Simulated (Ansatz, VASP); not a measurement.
# Pd in VASP and in Ansatz

The input INCAR:

```
PREC = Accurate
ENCUT = 520
EDIFF = 1E-6
ISMEAR = -1
SIGMA = 0.05
LREAL = False
LASPH = True
NELM = 150
ALGO = Normal
ISIF = 2
LWAVE = False
LCHARG = False
ISPIN = 2
MAGMOM = 0.5 -0.5
LORBIT = 11
LMAXMIX = 4
GGA = RP
NBANDS = 21
```

The input KPOINTS:

```
Automatic mesh
0
Gamma
  11 11 11
```

Contents of POSCAR:

```
Pd
1.0
    3.2096753851      0.0000000000      0.0000000000
    0.0000000000      3.2096753851      0.0000000000
    0.0000000000      0.0000000000      3.2096753851
Pd
2
Direct
    0.0000000000      0.0000000000      0.0000000000
    0.5000000000      0.5000000000      0.5000000000
```

Input for Ansatz:

```yaml
crystal:
  lattice:
    - [3.2096753851, 0.0, 0.0]
    - [0.0, 3.2096753851, 0.0]
    - [0.0, 0.0, 3.2096753851]
  atoms:
    - { symbol: Pd, position: [0.0, 0.0, 0.0], spin: 0.5 }
    - { symbol: Pd, position: [0.5, 0.5, 0.5], spin: -0.5 }
hamiltonian:
  xc: rpbe
  pseudopotentials:
    kind: paw
    azcp:
      Pd: "pseudopotentials/Pd.paw.azcp"
basis:
  ecutwfc: 420
  fft_grid_basis: typed
kpoints:
  mp_grid: { grid: [11, 11, 11], shift: [0, 0, 0] }
magnetization:
  spin_polarized: true
scf:
  occupations: { method: fermi_dirac, width: 0.05 }
  lower_state_search: "off"
output:
  stress: true
  write_density: true
  write_potential: true
  elf: true
  volumetric_format: npy
```

Alike in both runs: task single point; functional RPBE; k mesh 11 × 11 × 11; occupations fermi-dirac, width 0.05 eV; collinear spin.

|  | VASP | Ansatz |
| --- | --- | --- |
| version | VASP 6.6.1 | Ansatz 0.2.0 |
| potentials or method | VASP PAW PBE potentials, release 64 (Pd), cutoff 520 eV | plane waves (420 eV) with PAW, scalar-relativistic |
| valence electrons in the cell | 20 | 36 |

Ansatz gave:

| Item | Value |
| --- | --- |
| pressure (GPa) | -5.1 |
| net moment per atom (μB) | 0.00 |

Problem. What did VASP give for the same quantities?

Solution. Pressure (GPa): -5.3; net moment per atom (μB): 0.00.

VASP's potentials were made for PBE, not for RPBE. VASP's potentials hold 20 valence electrons a cell and Ansatz's 36, so a difference there can come from the potentials and not from the codes. Ansatz's warnings: seeded moment not kept.
